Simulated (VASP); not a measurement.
Runs of VASP 6.6.1 on Nb. The structure is that of space group Pm-3m (No. 221), or close to it. The cells are those of the table. 

```csv
task,cell,k mesh for the DOS,occupations for the DOS,gap on the mesh (eV),pressure (GPa)
single point,"a = 2.054 Å, 1 atom",-,-,none,587.4
single point,"a = 2.270 Å, 1 atom",-,-,none,203.6
single point,"a = 2.608 Å, 1 atom",-,-,none,20.9
single point,"a = 2.506 Å, 1 atom",-,-,none,(a)
single point,"a = 2.160 Å, 1 atom",-,-,none,353.6
single point,"a = 2.722 Å, 1 atom",-,-,none,(b)
```

Alike in all rows: level PBE; potentials or basis VASP PAW PBE potentials, release 64 (Nb_sv); no spin polarisation; k mesh 16 × 16 × 16; cutoff (eV) 520; smearing fermi-dirac 0.1 eV.

Question: Estimate the missing entries.

Answer: (a) 51.4; (b) -0.2.

A k mesh can miss the band edges, and the runs leave out spin-orbit coupling on Nb.

A gap of «none» marks levels without a gap at the run's occupations.
